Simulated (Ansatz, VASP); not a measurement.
**Two plane-wave programs on SiC**

```
Si C
1.0
     3.04678    0.00000    0.00000
    -1.52339    2.63859    0.00000
     0.00000    0.00000    9.97596
Si C
4 4
Direct
  0.00000 0.00000 0.99985
  0.33333 0.66667 0.24992
  0.00000 0.00000 0.49985
  0.66667 0.33333 0.74992
  0.00000 0.00000 0.18728
  0.33333 0.66667 0.43794
  0.00000 0.00000 0.68728
  0.66667 0.33333 0.93794
```

Change from the starting cell: hydrostatic strain -1.0%.

Alike in both runs: task single point; functional PBE; k mesh 12 × 12 × 4; occupations fermi-dirac, width 0.02 eV; no spin polarisation.

|  | VASP | Ansatz |
| --- | --- | --- |
| version | VASP 6.6.1 | Ansatz 0.2.0 |
| potentials or method | VASP PAW PBE potentials, release 64 (Si, C) | plane waves, PAW |
| plane-wave cutoff (eV) | 520 | 420 |
| valence electrons in the cell | 32 | 32 |

VASP gave:

```
gap on the k mesh at the Fermi level (eV)                     : 2.23
pressure (GPa)                                                : 10.7
traceless stress, the component that is largest in VASP (GPa) : -0.15
rms of the force components (eV/Å)                            : 0.004
```

Which values does Ansatz return?

gap on the k mesh at the Fermi level (eV): 2.23; pressure (GPa): 10.8; traceless stress, the component that is largest in VASP (GPa): -0.15; rms of the force components (eV/Å): 0.004.

Atom by atom the forces differ by 0.001 eV/Å (rms over components).
